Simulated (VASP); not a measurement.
# MoH2 (Fm-3m) in VASP: further runs

The runs below take MoH2 through single point, relaxation of cell and atoms, with PBEsol.

All numbers are computed with VASP 6.6.1; they aren't measurements. Logs are shortened: lines on timing, memory, paths and dates and some standing lists are left out, and cuts for length are marked.

### Step 1. The cell of the first run

It takes space group Fm-3m (No. 225, cubic). Conventional cell: a = 4.369 Å, b = 4.369 Å, c = 4.369 Å, α = 90.00°, β = 90.00°, γ = 90.00°. Mo (site symmetry m-3m) has 8 H at 1.89 Å within 2.5 Å. Within 2.5 Å of H (site symmetry -43m) lie 4 Mo at 1.89 Å and 6 H at 2.18 Å.

### Step 2. Single point, PBEsol

Input file INCAR:

```
  PREC = Accurate
  ENCUT = 500
  EDIFF = 1E-6
  ISMEAR = -1
  SIGMA = 0.05
  LREAL = F
  LASPH = T
  NELM = 120
  ALGO = Normal
  ISIF = 2
  LWAVE = F
  LCHARG = F
  GGA = PS
  NBANDS = 15
  GGA_COMPAT = F
```

Input file KPOINTS:

```
Automatic mesh
0
Gamma
  17 17 17
```

Input file POSCAR:

```
MoH2
1.0
    0.0000000000      2.1843132928      2.1843132928
    2.1843132928      0.0000000000      2.1843132928
    2.1843132928      2.1843132928      0.0000000000
Mo H
1 2
Direct
    0.0000000000      0.0000000000      0.0000000000
    0.2500000000      0.2500000000      0.2500000000
    0.7500000000      0.7500000000      0.7500000000
```

Potentials or basis: VASP PAW PBE potentials, release 64 (Mo_sv, H).

Run with:

```bash
$ cat potpaw_PBE.64/Mo_sv/POTCAR potpaw_PBE.64/H/POTCAR > POTCAR
$ mpirun -np 1 vasp_std > vasp.out
```

OUTCAR:

```text
PREC = Accurate
   ENCUT = 500
   EDIFF = 1E-6
   ISMEAR = -1
   LREAL = F
   LASPH = T
   NELM = 120
   ISIF = 2
   GGA = PS

 ion  position               nearest neighbor table
   1  0.000  0.000  0.000-   3 1.89   3 1.89   3 1.89   2 1.89   2 1.89   2 1.89   3 1.89   2 1.89

   2  0.250  0.250  0.250-   1 1.89   1 1.89   1 1.89   1 1.89
   3  0.750  0.750  0.750-   1 1.89   1 1.89   1 1.89   1 1.89

  LATTYP: Found a face centered cubic cell.
 ALAT       =     4.3686265856

  Lattice vectors:

 A1 = (   0.0000000000,   2.1843132928,   2.1843132928)
 A2 = (   2.1843132928,   0.0000000000,   2.1843132928)
 A3 = (   2.1843132928,   2.1843132928,   0.0000000000)

Analysis of symmetry for initial positions (statically):
=====================================================================
 Subroutine PRICEL returns:
 Original cell was already a primitive cell.

 Routine SETGRP: Setting up the symmetry group for a
 face centered cubic supercell.

 Subroutine GETGRP returns: Found 48 space group operations
 (whereof 48 operations were pure point group operations)
 out of a pool of 48 trial point group operations.

The static configuration has the point symmetry O_h .

Analysis of symmetry for dynamics (positions and initial velocities):
=====================================================================
 Subroutine PRICEL returns:
 Original cell was already a primitive cell.

 Routine SETGRP: Setting up the symmetry group for a
 face centered cubic supercell.

 Subroutine GETGRP returns: Found 48 space group operations
 (whereof 48 operations were pure point group operations)
 out of a pool of 48 trial point group operations.

The dynamic configuration has the point symmetry O_h .

 Subroutine INISYM returns: Found 48 space group operations
 (whereof 48 operations are pure point group operations),
 and found     1 'primitive' translations

----------------------------------------------------------------------------------------

                                     Primitive cell

  volume of cell :      20.8437

  direct lattice vectors                    reciprocal lattice vectors
     0.000000000  2.184313293  2.184313293    -0.228904893  0.228904893  0.228904893
     2.184313293  0.000000000  2.184313293     0.228904893 -0.228904893  0.228904893
     2.184313293  2.184313293  0.000000000     0.228904893  0.228904893 -0.228904893

  length of vectors
     3.089085483  3.089085483  3.089085483     0.396474904  0.396474904  0.396474904

  position of ions in fractional coordinates (direct lattice)
     0.000000000  0.000000000  0.000000000
     0.250000000  0.250000000  0.250000000
     0.750000000  0.750000000  0.750000000

  ion indices of the primitive-cell ions
   primitive index   ion index
                 1           1
                 2           2
                 3           3

----------------------------------------------------------------------------------------

 KPOINTS: Automatic mesh

Automatic generation of k-mesh.
 Grid dimensions read from file:
 generate k-points for:   17   17   17

 Generating k-lattice:

  Cartesian coordinates                     Fractional coordinates (reciprocal lattice)
    -0.013464994  0.013464994  0.013464994     0.058823529  0.000000000  0.000000000
     0.013464994 -0.013464994  0.013464994     0.000000000  0.058823529  0.000000000
     0.013464994  0.013464994 -0.013464994     0.000000000  0.000000000  0.058823529

  Length of vectors
     0.023322053  0.023322053  0.023322053

  Shift w.r.t. Gamma in fractional coordinates (k-lattice)
     0.000000000  0.000000000  0.000000000

 Subroutine IBZKPT returns following result:
 ===========================================

 Found    165 irreducible k-points:

 Following reciprocal coordinates:
            Coordinates               Weight
  0.000000  0.000000  0.000000      1.000000
  0.058824  0.000000  0.000000      8.000000
  0.117647  0.000000  0.000000      8.000000
  0.176471  0.000000  0.000000      8.000000
  0.235294  0.000000  0.000000      8.000000
  0.294118  0.000000  0.000000      8.000000
[... 16 lines left out ...]
 -0.176471  0.058824  0.000000     24.000000
 -0.117647  0.058824  0.000000     24.000000
 [... further k-points ...]
   k-points           NKPTS =    165   k-points in BZ     NKDIM =    165   number of bands    NBANDS=     15
   number of dos      NEDOS =    301   number of ions     NIONS =      3
   total plane-waves  NPLWV =  13824
   dimension x,y,z NGX =    24 NGY =   24 NGZ =   24
   dimension x,y,z NGXF=    48 NGYF=   48 NGZF=   48
   ions per type =               1   2
   NGX,Y,Z   is equivalent  to a cutoff of  12.92, 12.92, 12.92 a.u.
   NGXF,Y,Z  is equivalent  to a cutoff of  25.83, 25.83, 25.83 a.u.
 SYSTEM =  unknown system
   PREC   = accura    normal or accurate (medium, high low for compatibility)
   ISTART =      0    job   : 0-new  1-cont  2-samecut
   ICHARG =      2    charge: 1-file 2-atom 10-const
   ISPIN  =      1    spin polarized calculation?
   LNONCOLLINEAR =      F non collinear calculations
   LSORBIT =      F    spin-orbit coupling
   LASPH  =      T    aspherical Exc in radial PAW
   ENCUT  =  500.0 eV  36.75 Ry    6.06 a.u.   5.63  5.63  5.63*2*pi/ulx,y,z
   NELM   =    120;   NELMIN=  2; NELMDL= -5     # of ELM steps
   EDIFF  = 0.1E-05   stopping-criterion for ELM
   LREAL  =      F    real-space projection
   EDIFFG = 0.1E-04   stopping-criterion for IOM
   NSW    =      0    number of steps for IOM
   IBRION =     -1    ionic relax: 0-MD 1-quasi-New 2-CG
   NFREE  =      0    steps in history (QN), initial steepest desc. (CG)
   ISIF   =      2    stress and relaxation
   ISYM   =      2    0-nonsym 1-usesym 2-fastsym
   POTIM  = 0.5000    time-step for ionic-motion
   TEBEG  =    0.0;   TEEND  =   0.0 temperature during run
   PSTRESS=    0.0 pullay stress
   NELECT =      16.0000    total number of electrons
   NUPDOWN=      -1.0000    fix difference up-down
   EMIN   =  10.00;   EMAX   =-10.00  energy-range for DOS
   EFERMI =   0.00;   METHOD = LEGACY
   ISMEAR =    -1;   SIGMA  =   0.05  broadening in eV -4-tet -1-fermi 0-gaus
   EFERMI_NEDOS =   21; number of points for ismear=-14 and -15
   IALGO  =     38    algorithm
   IMIX   =      4    mixing-type and parameters
     AMIX     =   0.40;   BMIX     =  1.00
     AMIX_MAG =   1.60;   BMIX_MAG =  1.00
  volume/ion in A,a.u.               =       6.95        46.89
  Fermi-wavevector in a.u.,A,eV,Ry     =   1.498959  2.832623 30.570652  2.246880
  Thomas-Fermi vector in A             =   2.610651
   LORBIT       =      0    0 simple, 1 ext, 2 COOP (PROOUT), +10 PAW based schemes
   GGA     = PS    functional components
   LHFCALC =     F    Hartree Fock is set to
   AEXX    =    0.0000 exact exchange contribution
   IVDW    =     0    specifies the selected vdW correction
   LEPSILON=     F    determine dielectric tensor
   LRPA    =     F    only Hartree local field effects (RPA)
 non-spin polarized calculation
  energy-cutoff  :      500.00
  volume of cell :       20.84
 maximum number of plane-waves:       541
   NGX = 11   NGY = 11   NGZ = 11

 number of electron      15.9999998 magnetization

 Free energy of the ion-electron system (eV)
  ---------------------------------------------------
  ext. energy  EPLUGINS =         0.00000000
  ---------------------------------------------------
  free energy    TOTEN  =       -18.39267278 eV

  energy without entropy =      -18.38378907  energy(sigma->0) =      -18.38823092

 E-fermi :  10.3865     XC(G=0): -12.8968

 val. band max:       10.3666000993   @ k =  -0.2353   0.1765   0.0588
 cond. band min:      10.4043005263   @ k =  -0.3529   0.3529   0.0588
 fundamental gap:      0.0377004271
 Fermi energy:        10.3865077697

 k-point     1 :       0.0000    0.0000    0.0000
  band No.  band energies     occupation
      1     -50.8466      2.00000
      2     -24.6755      2.00000
      3     -24.6755      2.00000
      4     -24.6755      2.00000
      5      -1.1267      2.00000
      6       8.1730      2.00000
      7       8.1730      2.00000
      8       8.1730      2.00000
      9       9.6347      2.00000
     10      10.8290      0.00029
     11      10.8290      0.00029
     12      24.1366      0.00000
     13      24.9003      0.00000
     14      24.9003      0.00000
     15      24.9003      0.00000

 k-point     2 :       0.0588    0.0000    0.0000
  band No.  band energies     occupation
      1     -50.8437      2.00000
      2     -24.6997      2.00000
      3     -24.6785      2.00000
      4     -24.6785      2.00000
      5      -1.0243      2.00000
      6       7.4696      2.00000
      7       8.2240      2.00000
      8       8.2240      2.00000
      9      10.4616      0.36407
     10      10.7904      0.00062
     11      10.7904      0.00062
     12      22.9465      0.00000
     13      25.0911      0.00000
     14      25.0911      0.00000
     15      26.1346      0.00000

 k-point     3 :       0.1176    0.0000    0.0000
  band No.  band energies     occupation
      1     -50.8352      2.00000
      2     -24.7687      2.00000
      3     -24.6871      2.00000
      4     -24.6871      2.00000
      5      -0.7286      2.00000
      6       6.4727      2.00000
      7       8.3597      2.00000
      8       8.3597      2.00000
      9      10.7030      0.00356
     10      10.7030      0.00356
     11      11.8158      0.00000
     12      21.6173      0.00000
     13      25.6419      0.00000
     14      25.6419      0.00000
     15      27.1124      0.00000
[... 343 lines left out ...]
 k-point    23 :      -0.1765    0.0588    0.0000
  band No.  band energies     occupation
      1     -50.8151      2.00000
      2     -24.9175      2.00000
      3     -24.7267      2.00000
      4     -24.6990      2.00000
      5      -0.0185      2.00000
      6       5.2369      2.00000
      7       8.5900      2.00000
      8       8.6384      2.00000
      9      10.3586      1.27220
     10      10.9189      0.00005
     11      13.8835      0.00000
     12      20.2087      0.00000
     13      25.2302      0.00000
     14      26.2246      0.00000
     15      27.3486      0.00000

 k-point    24 :      -0.1176    0.0588    0.0000
  band No.  band energies     occupation
      1     -50.8289      2.00000
      2     -24.8106      2.00000
      3     -24.7084      2.00000
      4     -24.6868      2.00000
      5      -0.5059      2.00000
      6       5.9764      2.00000
      7       8.4589      2.00000
      8       8.4734      2.00000
      9      10.4577      0.38787
     10      10.8399      0.00023
     11      12.5596      0.00000
     12      21.1338      0.00000
     13      25.3582      0.00000
     14      26.3364      0.00000
     15      27.1281      0.00000

 [... further k-points ...]

------------------------ aborting loop because EDIFF is reached ----------------------------------------

  FORCE on cell =-STRESS in cart. coord.  units (eV):
  Direction    XX          YY          ZZ          XY          YZ          ZX
  --------------------------------------------------------------------------------------
  -------------------------------------------------------------------------------------
  Total        0.0199267      0.0199267      0.0199267      0.0000000      0.0000000     -0.0000000
  in kB        1.5316885      1.5316885      1.5316885      0.0000000      0.0000000     -0.0000000
  external PRESSURE =       1.5316885 kB  Pullay stress =       0.0000000 kB

 VOLUME and BASIS-vectors are now :
 -----------------------------------------------------------------------------
  energy-cutoff  :      500.00
  volume of cell :       20.84
      direct lattice vectors                 reciprocal lattice vectors
     0.000000000  2.184313293  2.184313293    -0.228904893  0.228904893  0.228904893
     2.184313293  0.000000000  2.184313293     0.228904893 -0.228904893  0.228904893
     2.184313293  2.184313293  0.000000000     0.228904893  0.228904893 -0.228904893

 POSITION                                       TOTAL-FORCE (eV/Angst)
 -----------------------------------------------------------------------------------
      0.00000      0.00000      0.00000        -0.000000      0.000000     -0.000000
      1.09216      1.09216      1.09216        -0.000000     -0.000000     -0.000000
      3.27647      3.27647      3.27647         0.000000      0.000000      0.000000
 -----------------------------------------------------------------------------------
    total drift:                               -0.000000      0.000000      0.000000

  FREE ENERGIE OF THE ION-ELECTRON SYSTEM (eV)
  ---------------------------------------------------
  free  energy   TOTEN  =       -18.3926727773 eV

  energy  without entropy=      -18.3837890685  energy(sigma->0) =      -18.38823092
```

Run time: 16 s. Hardware: 1 thread of Intel Xeon 6975P-C (Granite Rapids), shared host; peak memory 0.16 GiB.

Results:

```yaml
Free_energy: -18.3927 eV
Pressure: 0.2 GPa
Band_gap_on_the_k_mesh: zero (bands 8 and 9 overlap by 2.84 eV)
```

Levels at points of the mesh, in eV from the Fermi level:
```tsv
k point	band 4	band 5	band 6	band 7	band 8	band 9	band 10	band 11	band 12	band 13
(0.00, 0.00, 0.00)	-35.06	-11.51	-2.21	-2.21	-2.21	-0.75	0.44	0.44	13.75	14.51
```

Caveat: the PAW data sets were made with another functional, which shifts forces and pressure a little.

### Step 3. Relaxation of cell and atoms, PBEsol

This run uses another cell than the first one, of 6.77 Å³/atom.

Input file INCAR:

```
PREC = Accurate ; ENCUT = 500
EDIFF = 1E-7 ; ISMEAR = -1
SIGMA = 0.05 ; LREAL = F
LASPH = T ; NELM = 120
ALGO = Normal ; ISIF = 3
LWAVE = F ; LCHARG = F
GGA = PS ; IBRION = 2
NSW = 80 ; EDIFFG = -0.01
GGA_COMPAT = F ; NELMIN = 4
```

KPOINTS is that of step 2.

Input file POSCAR:

```
MoH2
1.0
    0.0000000000      2.1650000000      2.1650000000
    2.1650000000      0.0000000000      2.1650000000
    2.1650000000      2.1650000000      0.0000000000
Mo H
1 2
Direct
    0.0000000000      0.0000000000      0.0000000000
    0.2500000000      0.2500000000      0.2500000000
    0.7500000000      0.7500000000      0.7500000000
```

Potentials or basis: VASP PAW PBE potentials, release 64 (Mo_sv, H).

Run with:

```bash
$ cat potpaw_PBE.64/Mo_sv/POTCAR potpaw_PBE.64/H/POTCAR > POTCAR
$ mpirun -np 1 vasp_std > vasp.out
```

It took 27 s on 1 thread of Intel Xeon 6975P-C (Granite Rapids), shared host; peak memory 0.17 GiB.

It converged, with:

* Free energy: -18.3917 eV
* Relaxed volume: 6.95 Å³/atom
* Relaxed cell: a = 3.090 Å, b = 3.090 Å, c = 3.090 Å, α = 60.00°, β = 60.00°, γ = 60.00°
* Space group after relaxing (to 0.1 Å): Fm-3m (No. 225)
* Energy gained by relaxing: 3.7 meV/atom
* Ionic steps: 3
* Pressure after relaxing: 0.0 GPa
* Band gap on the k mesh: zero (bands 8 and 9 overlap by 2.84 eV)

Step by step:
```csv
step,energy change (eV),largest force (eV/Å),pressure (GPa),volume (Å³)
1,0.0000,0.0000,6.55,20.30
2,-0.0089,0.0000,-2.77,21.12
3,-0.0112,0.0000,0.00,20.86
```

Final structure:
```yaml
crystal:
  lattice:
    - [0.00000, 2.18474, 2.18474]
    - [2.18474, 0.00000, 2.18474]
    - [2.18474, 2.18474, 0.00000]
  atoms:
    - { symbol: Mo, position: [0.00000, 0.00000, 0.00000] }
    - { symbol: H, position: [0.25000, 0.25000, 0.25000] }
    - { symbol: H, position: [0.75000, 0.75000, 0.75000] }
```

Levels at points of the mesh, in eV from the Fermi level:
```tsv
k point	band 6	band 7	band 8	band 9	band 10	band 11
(0.00, 0.00, 0.00)	-2.21	-2.21	-2.21	-0.75	0.44	0.44
```

Caveat: the PAW data sets were made with another functional, which shifts forces and pressure a little.
